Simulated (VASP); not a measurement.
## Ir: single point with PBE+D3(BJ)

Slab: Ir, a slab with vacuum.

```
Ir
1.0
     2.71458    0.00000    0.00000
    -1.35729    2.35090    0.00000
     0.00000    0.00000   20.64934
Ir
4
Direct
  0.00000 0.00000 0.34077
  0.66667 0.33333 0.44699
  0.33333 0.66667 0.55301
  0.00000 0.00000 0.65923
```

```
Program             : VASP 6.6.1
Task                : single point
Functional          : PBE
Dispersion          : D3(BJ)
Potentials or basis : VASP PAW PBE potentials, release 64 (Ir)
Cutoff              : 520 eV
k mesh              : 24 × 24 × 1
Occupations         : gaussian, width 0.05 eV
Spin                : no spin polarisation
```

The largest force is 0.050 eV/Å. The band gap on the k mesh is zero (band 18 reaches 2.41 eV, above the bottom of band 19 at 0.03 eV) and the dispersion energy per atom is -0.545 eV.

Forces in eV/Å, atoms in the order of the input:
```
Ir   0.000  0.000 -0.050
Ir   0.000  0.000 -0.002
Ir   0.000  0.000  0.002
Ir   0.000  0.000  0.050
```

Levels at points of the mesh, in eV from the Fermi level:
```tsv
k point	band 14	band 15	band 16	band 17	band 18	band 19	band 20	band 21
(0.00, 0.00, 0.00)	-2.96	-2.96	-1.24	-1.24	-0.89	-0.89	-0.70	0.08
(0.50, 0.00, 0.00)	-0.43	0.09	0.62	0.86	1.12	1.14	1.59	1.63
```

It took 110 s on 1 thread of Intel(R) Xeon(R) 6975P-C (Granite Rapids), on a shared host, peak memory 0.34 GiB.

Caveat: spin-orbit coupling is left out, which moves the levels of the heavy elements.
